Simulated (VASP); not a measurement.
# Se (P3_221) in VASP: a series of runs, part 3 of 3

VASP 6.6.1. The steps go on from the part before.

## 5. Single point, r2SCAN

This run uses another cell than the first one, of 27.10 Å³/atom, 0.933 times its volume.

File POSCAR:

```
Se
1.0
    4.3551696776      0.0000000000      0.0000000000
   -2.1775848388      3.7716875786      0.0000000000
    0.0000000000      0.0000000000      4.9494500000
Se
3
Direct
    0.2170000000      0.0000000000      0.1666666667
    0.0000000000      0.2170000000      0.8333333333
    0.7830000000      0.7830000000      0.5000000000
```

File INCAR.step1:

```
SYSTEM = Se
ALGO     = Normal         ! electronic algorithm
EDIFF    = 1E-4           ! SCF threshold, eV
ENCUT    = 520            ! plane-wave cutoff, eV
GGA      = PE             ! functional
ISMEAR   = 0              ! smearing method
LASPH    = .TRUE.         ! aspherical terms in the spheres
LCHARG   = .FALSE.        ! write CHGCAR
LREAL    = .FALSE.        ! projectors in reciprocal space
LWAVE    = .TRUE.         ! write WAVECAR
NBANDS   = 16             ! bands
NELM     = 100            ! most SCF steps
PREC     = Accurate       ! precision mode
SIGMA    = 0.1            ! smearing width, eV
```

File INCAR.step2:

```
SYSTEM = Se
ALGO     = Normal         ! electronic algorithm
EDIFF    = 1E-6           ! SCF threshold, eV
ENCUT    = 520            ! plane-wave cutoff, eV
ISIF     = 2              ! what is computed and relaxed
ISMEAR   = 0              ! smearing method
ISTART   = 1            
LASPH    = .TRUE.         ! aspherical terms in the spheres
LCHARG   = .FALSE.        ! write CHGCAR
LMIXTAU  = .TRUE.       
LREAL    = .FALSE.        ! projectors in reciprocal space
LWAVE    = .FALSE.        ! write WAVECAR
METAGGA  = R2SCAN         ! meta-GGA
NBANDS   = 16             ! bands
NELM     = 100            ! most SCF steps
PREC     = Accurate       ! precision mode
SIGMA    = 0.1            ! smearing width, eV
```

File KPOINTS:

```
k-points
0
G
  6 6 4
  0 0 0
```

Started as:

```sh
$ cat potpaw_PBE.64/Se/POTCAR > POTCAR
$ cp INCAR.step1 INCAR
$ mpirun -np 1 vasp_std > vasp.out
$ cp INCAR.step2 INCAR
$ mpirun -np 1 vasp_std > vasp.out
```

It took 72 s on 1 thread of Intel Xeon Platinum 8488C (Sapphire Rapids), shared host; peak memory 0.2 GiB.

The run converged. Its results:

- Free energy: -42.8571 eV
- Pressure: 4.0 GPa
- Largest force: 0.815 eV/Å
- Band gap on the k mesh: 1.21 eV, indirect (least direct gap 1.46 eV)

Forces in eV/Å, atoms in the order of the input:
```
Se   0.815  0.000  0.000
Se  -0.408  0.706  0.000
Se  -0.408 -0.706  0.000
```

Stress tensor (GPa, compression positive):
```
3.45 0.00 0.00
0.00 3.45 0.00
0.00 0.00 5.18
```

Levels at points of the mesh, in eV from the valence-band top:
```
           k point  band 6  band 7  band 8  band 9  band 10  band 11  band 12  band 13
(0.00, 0.00, 0.00)   -3.93   -2.32   -2.32   -0.48     2.30     2.30     2.68     6.61
(0.50, 0.00, 0.00)   -3.59   -3.05   -2.06   -1.14     2.32     2.86     4.59     5.78
(0.00, 0.00, 0.50)   -3.66   -1.63   -1.63   -1.33     1.45     1.67     1.67     6.64
(0.50, 0.00, 0.50)   -4.52   -1.91   -1.52    0.00     1.75     3.04     3.41     6.62
```

Caveat: the PAW data sets were made with another functional, which shifts forces and pressure a little.

## 6. Single point, r2SCAN (equal strain along all axes, cell held: -2.0 %, then relaxed in part)

File POSCAR:

```
Se
1.0
    4.4069485659      0.0000000000      0.0000000000
   -2.2034742829      3.8165294112      0.0000000000
    0.0000000000      0.0000000000      4.8962685099
Se
3
Direct
    0.2255243060      0.0000000000      0.1666666667
    0.0000000000      0.2255243060      0.8333333333
    0.7744756940      0.7744756940      0.5000000000
```

File INCAR.step1:

```
PREC     = Accurate       # precision mode
ENCUT    = 520            # plane-wave cutoff, eV
ISMEAR   = 0              # smearing method
SIGMA    = 0.02           # smearing width, eV
LREAL    = F              # projectors in reciprocal space
LASPH    = T              # aspherical terms in the spheres
NELM     = 100            # most SCF steps
NBANDS   = 16             # bands
GGA      = PE             # functional
ALGO     = Normal         # electronic algorithm
EDIFF    = 1E-4           # SCF threshold, eV
LWAVE    = T              # write WAVECAR
LCHARG   = F              # write CHGCAR
```

File INCAR.step2:

```
PREC     = Accurate       # precision mode
ENCUT    = 520            # plane-wave cutoff, eV
EDIFF    = 1E-6           # SCF threshold, eV
ISMEAR   = 0              # smearing method
SIGMA    = 0.02           # smearing width, eV
LREAL    = F              # projectors in reciprocal space
LASPH    = T              # aspherical terms in the spheres
NELM     = 100            # most SCF steps
ALGO     = Normal         # electronic algorithm
ISIF     = 2              # what is computed and relaxed
LWAVE    = F              # write WAVECAR
LCHARG   = T              # write CHGCAR
METAGGA  = R2SCAN         # meta-GGA
LMIXTAU  = T            
LELF     = T              # ELF
LVHAR    = T            
NBANDS   = 16             # bands
ISTART   = 1
```

File KPOINTS:

```
Automatic mesh
0
Gamma
  9 9 6
```

Potentials or basis: VASP PAW PBE potentials, release 64 (Se).

Started as:

```sh
$ cat potpaw_PBE.64/Se/POTCAR > POTCAR
$ cp INCAR.step1 INCAR
$ mpirun -np 1 vasp_std > vasp.out
$ cp INCAR.step2 INCAR
$ mpirun -np 1 vasp_std > vasp.out
```

Run time: 2.8 min. Hardware: 1 thread of Intel Xeon Platinum 8488C (Sapphire Rapids), shared host; peak memory 0.25 GiB.

The run converged. Its results:

```yaml
Free_energy: -42.9084 eV
Pressure: 1.3 GPa
Largest_force: 0.005 eV/Å
Band_gap_on_the_k_mesh: 1.39 eV, indirect (least direct gap 1.69 eV)
```

Forces in eV/Å, atoms in the order of the input:
```
Se   0.005  0.000  0.000
Se  -0.002  0.004  0.000
Se  -0.002 -0.004  0.000
```

Stress tensor (GPa, compression positive):
```
0.82 0.00 0.00
0.00 0.82 0.00
0.00 0.00 2.29
```

Levels at points of the mesh, in eV from the valence-band top:
| k point | band 6 | band 7 | band 8 | band 9 | band 10 | band 11 | band 12 | band 13 |
| --- | --- | --- | --- | --- | --- | --- | --- | --- |
| (0.00, 0.00, 0.00) | -3.95 | -2.19 | -2.19 | -0.49 | 2.16 | 2.16 | 2.31 | 6.76 |
| (0.00, 0.00, 0.50) | -3.60 | -1.66 | -1.66 | -1.16 | 1.39 | 1.39 | 1.51 | 6.92 |

Caveat: the cell differs from its parent crystal (equal strain along all axes, cell held: -2.0 %, then relaxed in part); the PAW data sets were made with another functional, which shifts forces and pressure a little. A k mesh can miss the band edges.

## 7. Single point, r2SCAN

This run uses another cell than the first one, of 27.45 Å³/atom, 0.945 times its volume.

POSCAR is that of step 6.

File INCAR.step1:

```
ALGO = Normal
EDIFF = 1E-4
ENCUT = 520
GGA = PE
ISMEAR = 0
LASPH = T
LCHARG = F
LREAL = F
LWAVE = T
NBANDS = 16
NELM = 100
PREC = Accurate
SIGMA = 0.02
```

File INCAR.step2:

```
ALGO = Normal
EDIFF = 1E-7
ENCUT = 520
ISIF = 2
ISMEAR = 0
ISTART = 1
LASPH = T
LCHARG = T
LELF = T
LMIXTAU = T
LREAL = F
LVHAR = T
LWAVE = F
METAGGA = R2SCAN
NBANDS = 16
NELM = 100
PREC = Accurate
SIGMA = 0.02
```

File KPOINTS:

```
k-points
0
Gamma
  9 9 6
```

Started as:

```sh
$ cat potpaw_PBE.64/Se/POTCAR > POTCAR
$ cp INCAR.step1 INCAR
$ mpirun -np 1 vasp_std > vasp.out
$ cp INCAR.step2 INCAR
$ mpirun -np 1 vasp_std > vasp.out
```

It took 3.2 min on 1 thread of Intel Xeon Platinum 8488C (Sapphire Rapids), shared host; peak memory 0.24 GiB.

It converged, with:

* Free energy: -42.9084 eV
* Pressure: 1.3 GPa
* Largest force: 0.004 eV/Å
* Band gap on the k mesh: 1.39 eV, indirect (least direct gap 1.69 eV)

Forces in eV/Å, atoms in the order of the input:
```
Se   0.004  0.000  0.000
Se  -0.002  0.004  0.000
Se  -0.002 -0.004  0.000
```

Stress tensor (GPa, compression positive):
```
0.82 0.00 0.00
0.00 0.82 0.00
0.00 0.00 2.29
```

Levels at points of the mesh, in eV from the valence-band top:
| k point | band 6 | band 7 | band 8 | band 9 | band 10 | band 11 | band 12 | band 13 |
| --- | --- | --- | --- | --- | --- | --- | --- | --- |
| (0.00, 0.00, 0.00) | -3.95 | -2.19 | -2.19 | -0.49 | 2.16 | 2.16 | 2.31 | 6.76 |
| (0.00, 0.00, 0.50) | -3.60 | -1.66 | -1.66 | -1.16 | 1.39 | 1.39 | 1.51 | 6.92 |

Caveat: the PAW data sets were made with another functional, which shifts forces and pressure a little. r2SCAN opens gaps a little over a GGA but as a rule still falls short of measured ones.

## 8. The runs side by side

```tsv
task	cell	k mesh	cutoff (eV)	smearing	gap on the mesh (eV)	pressure (GPa)	largest force (eV/Å)
single point	a = 4.489, b = 4.489, c = 4.992 Å, angles 90.0, 90.0, 120.0°, 3 atoms	6 × 6 × 4	520	gaussian 0.1 eV	1.30	-0.1	0.04
relaxation of cell and atoms	relaxed from a = 4.355, b = 4.355, c = 4.949 Å, angles 90.0, 90.0, 120.0°, 3 atoms	6 × 6 × 4	600	gaussian 0.1 eV	1.15	0.1	0.01
single point	a = 4.497, b = 4.497, c = 4.996 Å, angles 90.0, 90.0, 120.0°, 3 atoms	9 × 9 × 6	520	gaussian 0.02 eV	1.31	0.0	-
single point	a = 4.355, b = 4.355, c = 4.949 Å, angles 90.0, 90.0, 120.0°, 3 atoms	6 × 6 × 4	520	gaussian 0.1 eV	1.21	4.0	0.82
single point	a = 4.407, b = 4.407, c = 4.896 Å, angles 90.0, 90.0, 120.0°, 3 atoms	9 × 9 × 6	520	gaussian 0.02 eV	1.39	1.3	-
```

Alike in all rows: level r2SCAN; potentials or basis VASP PAW PBE potentials, release 64 (Se); no spin polarisation.

Caveats: the PAW data sets were made with another functional, which shifts forces and pressure a little; the relaxation stopped at a loose force limit of 0.05 eV/Å, so its end isn't a converged minimum (some runs).

Total energies depend on the potentials used, so only differences within one code and one set of settings carry meaning.
